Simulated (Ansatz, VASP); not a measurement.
# CuO in VASP and in Ansatz

```
Cu O
1.0
     2.34160   -1.71440    0.00000
     2.34160    1.71440    0.00000
    -0.82974    0.00000    5.06215
Cu O
2 2
Direct
  0.00000 0.50000 0.00000
  0.50000 0.00000 0.50000
  0.57190 0.42810 0.25000
  0.42810 0.57190 0.75000
```

Alike in both runs: task single point; functional PBE; k mesh 8 × 8 × 5; occupations fermi-dirac, width 0.1 eV; collinear spin; Hubbard terms Cu d U = 6.1 eV.

|  | VASP | Ansatz |
| --- | --- | --- |
| version | VASP 6.6.1 | Ansatz 0.2.0 |
| potentials or method | VASP PAW PBE potentials, release 64 (Cu, O), cutoff 520 eV | PAW, plane waves, scalar-relativistic |
| valence electrons in the cell | 34 | 50 |

|  | VASP | Ansatz | Ansatz less VASP |
| --- | --- | --- | --- |
| pressure (GPa) | 3.3 | 8.9 | +5.68 |
| traceless stress, the component that is largest in VASP (GPa) | 1.32 | 0.40 | -0.925 |
| rms of the force components (eV/Å) | 0.055 | 0.068 | +0.0131 |
| net moment per atom (μB) | 0.00 | 0.00 | 0.000 |
| size of the moment on the site where the two differ most (μB) | 0.64 | 0.58 | -0.067 |

Site moments also hang on the region over which each program counts them. The programs project onto different local orbitals, so the same U acts differently, and such runs can settle in different states. Atom by atom the forces differ by 0.013 eV/Å (rms over components). VASP's potentials hold 34 valence electrons a cell and Ansatz's 50, so a difference there can come from the potentials and not from the codes. Ansatz's warnings: specified occupation not kept.
